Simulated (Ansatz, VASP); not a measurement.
One calculation of ZnS, two programs

```
CELL_PARAMETERS angstrom
3.78215 0.00000 0.00000
-1.89108 3.27544 0.00000
0.00000 0.00000 6.20786
ATOMIC_POSITIONS crystal
Zn 0.33333 0.66667 0.00543
Zn 0.66667 0.33333 0.50543
S 0.33333 0.66667 0.37957
S 0.66667 0.33333 0.87957
```

Alike in both runs: functional PBEsol; k mesh 6 × 6 × 4; occupations methfessel-paxton of order 1, width 0.05 eV; no spin polarisation.

Ansatz relaxed the structure, and its values are those at the end. VASP's run is a single point on that final structure, the one shown.

```csv
,VASP,Ansatz
version,VASP 6.6.1,Ansatz 0.2.0
potentials or method,"VASP PAW PBE potentials, release 64 (Zn, S), cutoff 520 eV","plane waves, PAW"
valence electrons in the cell,36,36
```

|  | VASP | Ansatz | Ansatz less VASP |
| --- | --- | --- | --- |
| pressure (GPa) | 0.2 | 0.0 | -0.20 |

VASP's potentials were made for PBE, not for PBEsol. With one functional, cell and mesh, what is left measures potentials, basis and numerics.
